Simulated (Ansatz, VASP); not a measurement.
Si2Ni: VASP beside Ansatz

Contents of INCAR:

```
  PREC = Accurate
  ENCUT = 520
  EDIFF = 1E-6
  ISMEAR = -1
  SIGMA = 0.05
  LREAL = F
  LASPH = T
  NELM = 80
  ALGO = Normal
  ISIF = 2
  LWAVE = F
  LCHARG = F
  GGA = PS
  NBANDS = 16
```

The input KPOINTS:

```
regular mesh
0
Gamma
  11 11 11
```

Contents of POSCAR:

```
Si2Ni
1.0
    0.0000000000      2.2978531488      2.2978531488
    2.2978531488      0.0000000000      2.2978531488
    2.2978531488      2.2978531488      0.0000000000
Ni Si
1 2
Direct
    0.0000000000      0.0000000000      0.0000000000
    0.2500000000      0.2500000000      0.2500000000
    0.7500000000      0.7500000000      0.7500000000
```

Input for Ansatz:

```yaml
crystal:
  lattice:
    - [0.0, 2.2978531488, 2.2978531488]
    - [2.2978531488, 0.0, 2.2978531488]
    - [2.2978531488, 2.2978531488, 0.0]
  atoms:
    - { symbol: Ni, position: [0.0, 0.0, 0.0] }
    - { symbol: Si, position: [0.25, 0.25, 0.25] }
    - { symbol: Si, position: [0.75, 0.75, 0.75] }
kpoints:
  mp_grid: { grid: [11, 11, 11] }
  band_path:
    path:
      - [0.0, 0.0, 0.0]
      - [0.5, 0.0, 0.5]
      - [0.625, 0.25, 0.625]
      - [0.375, 0.375, 0.75]
      - [0.0, 0.0, 0.0]
      - [0.5, 0.5, 0.5]
      - [0.5, 0.25, 0.75]
      - [0.5, 0.0, 0.5]
    npoints: 8
scf:
  occupations: { method: fermi_dirac, width: 0.05 }
hamiltonian:
  xc: pbesol
  pseudopotentials: { kind: all_electron, lapw: { basis_error: 0.001 } }
output:
  forces: true
  stress: true
  eigenvalues: true
  populations: true
  dos: { projected: true, de: 0.2, e_range: [-14, 8] }
```

Change from the starting cell: volume scaled by 0.62, LAPW.

Alike in both runs: task single point; functional PBEsol; k mesh 11 × 11 × 11; occupations fermi-dirac, width 0.05 eV; no spin polarisation.

```csv
,VASP,Ansatz
version,VASP 6.6.1,Ansatz 0.2.0
potentials or method,"VASP PAW PBE potentials, release 64 (Ni, Si), cutoff 520 eV","all-electron LAPW, scalar-relativistic"
```

```tsv
	VASP	Ansatz	Ansatz less VASP
pressure (GPa)	223.7	222.6	-1.12
```

VASP's potentials were made for PBE, not for PBEsol. Both programs put the cell under a high pressure, so it lies far from rest at this level. Ansatz ran all-electron here, and VASP with PAW potentials.

Noted on VASP's run: the cell as given lies far from equilibrium.
